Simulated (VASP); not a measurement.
**Mg4Cd: single point with PBE**

Crystal: Mg4Cd.

```
CELL_PARAMETERS angstrom
2.40573 -5.26554 0.00000
2.40573 5.26554 0.00000
0.00000 0.00000 4.85604
ATOMIC_POSITIONS crystal
Mg 0.65064 0.34936 0.00000
Mg 0.84475 0.15525 0.50000
Mg 0.34936 0.65064 0.00000
Mg 0.15525 0.84475 0.50000
Cd 0.50000 0.50000 0.50000
```

| Item | Value |
| --- | --- |
| Program | VASP 6.6.1 |
| Task | single point |
| Functional | PBE |
| Potentials or basis | VASP PAW PBE potentials, release 64 (Mg, Cd) |
| Cutoff | 520 eV |
| k mesh | 8 × 8 × 8 |
| Occupations | gaussian, width 0.1 eV |
| Spin | no spin polarisation |
| Dipole correction | no |
| k mesh for the DOS | 12 × 12 × 12 |
| Occupations for the DOS | tetrahedron |
| Further INCAR settings | ALGO = Normal; EDIFF = 1e-06; NBANDS = 18 |

```yaml
Valence_electrons_inside_the_program's_atomic_spheres: Mg 0.34; Cd 10.41
```

Levels at points of the mesh, in eV from the Fermi level:
```
           k point  band 8  band 9  band 10  band 11  band 12  band 13
(0.00, 0.00, 0.00)   -1.42   -0.84     0.51     0.59     0.70     1.48
(0.50, 0.00, 0.00)   -2.10   -2.07     0.52     1.69     1.72     2.04
(0.50, 0.50, 0.00)   -0.75    0.48     0.53     0.62     1.13     1.86
(0.00, 0.00, 0.50)   -0.50   -0.33     0.03     1.35     1.42     2.05
(0.50, 0.00, 0.50)   -3.18   -2.18    -1.28    -0.58    -0.47     1.14
(0.50, 0.50, 0.50)   -3.39   -3.09     0.21     1.61     1.80     2.17
```

It took 6.7 min on 1 thread of Intel(R) Xeon(R) 6975P-C (Granite Rapids), on a shared host, peak memory 0.77 GiB.
